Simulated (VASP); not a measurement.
Crystal: BaH.

```
Ba H
1.0
     3.70141    0.00000    0.00000
     0.00000    3.70141    0.00000
     0.00000    0.00000    3.70141
Ba H
1 1
Direct
  0.00000 0.00000 0.00000
  0.50000 0.50000 0.50000
```

| Property | Result |
| --- | --- |
| Program | VASP 6.6.1 |
| Task | relaxation of cell and atoms |
| Functional | PBE |
| Potentials or basis | VASP PAW PBE potentials, release 64 (Ba_sv, H) |
| Cutoff | 600 eV |
| k mesh | 16 × 16 × 16 |
| Occupations | gaussian, width 0.1 eV |
| Spin | no spin polarisation |

At the start: pressure -1.2 GPa; volume 25.36 Å³/atom.

Question: How do energy, volume and symmetry change on relaxing?

Answer: Over 3 steps the energy falls by 7.0 meV/atom and the volume is 23.58 Å³/atom (-7.0 %); space group Pm-3m (No. 221, to 0.05 Å).

The path:
```tsv
step	energy change (eV)	largest force (eV/Å)	pressure (GPa)	volume (Å³)
1	0.0000	0.0000	-1.18	50.71
2	-0.0084	0.0000	-0.79	49.35
3	-0.0141	0.0000	-0.03	47.16
```

Final structure:
```
Ba H
1.0
     3.61298    0.00000    0.00000
     0.00000    3.61298    0.00000
     0.00000    0.00000    3.61298
Ba H
1 1
Direct
  0.00000 0.00000 0.00000
  0.50000 0.50000 0.50000
```
